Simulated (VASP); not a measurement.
The system is BaTe.

```
Ba Te
1.0
     0.00000    3.53238    3.53238
     3.53238    0.00000    3.53238
     3.53238    3.53238    0.00000
Ba Te
1 1
Cartesian
  0.0000 0.0000 0.0000
  3.5324 3.5324 3.5324
```

Base run:

```yaml
Program: VASP 6.6.1
Functional: PBE
Potentials_or_basis: VASP PAW PBE potentials, release 64 (Ba_sv, Te)
Cutoff: 520 eV
k_mesh: 4 × 4 × 4
Occupations: gaussian, width 0.01 eV
Spin: no spin polarisation
```

Its results: band gap on the k mesh 1.57 eV (least direct gap 1.95 eV); pressure 0.4 GPa.

Q: The run is repeated on the same cell with these changes: functional from PBE to HSE06; further incar settings from ALGO = Normal; EDIFF = 1e-06; NBANDS = 15 to ALGO = Normal; EDIFF = 1e-07; NBANDS = 15. What comes out?

A: Band gap on the k mesh 2.30 eV (least direct gap 2.73 eV); pressure 0.0 GPa.

Caveats: spin-orbit coupling is left out, which moves the levels of the heavy elements; the PAW data sets were made with another functional, which shifts forces and pressure a little (at least some runs).

A k mesh can miss the band edges.
